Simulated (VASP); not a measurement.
Input of a VASP 6.6.1 run:

The input INCAR:

```
SYSTEM = Pb
ALGO = Normal
EDIFF = 1E-8
ENCUT = 520
GGA = PS
ISIF = 2
ISMEAR = -1
LASPH = .True.
LCHARG = .False.
LEFG = .True.
LREAL = .False.
LWAVE = .False.
NBANDS = 21
NELM = 80
PREC = Accurate
SIGMA = 0.05
```

The input KPOINTS:

```
k-points
0
Gamma
  12 12 7
  0 0 0
```

File POSCAR:

```
Pb
1.0
    3.4800006906      0.0000000000      0.0000000000
   -1.7400003453      3.0137690032      0.0000000000
    0.0000000000      0.0000000000      5.4782000000
Pb
2
Direct
    0.3333333333      0.6666666667      0.2500000000
    0.6666666667      0.3333333333      0.7500000000
```

Potentials or basis: VASP PAW PBE potentials, release 64 (Pb_d).

The run is started by

```sh
$ cat potpaw_PBE.64/Pb_d/POTCAR > POTCAR
$ mpirun -np 1 vasp_std > vasp.out
```

Problem. Estimate the band gap on the k mesh.

Solution. Zero (bands 14 and 15 overlap by 7.67 eV).

Problem. Estimate the pressure.

Solution. 1.8 GPa.

Stress tensor (GPa, compression positive):
```
1.57 0.00 0.00
0.00 1.57 0.00
0.00 0.00 2.28
```

Caveat: the cell differs from its parent crystal (zz strain of -2 %); without QUAD_EFG the Cq values of the log hold for a quadrupole moment of 1 mb, not for the nuclei; the PAW data sets were made with another functional, which shifts forces and pressure a little; spin-orbit coupling is left out, which moves the levels of the heavy elements.
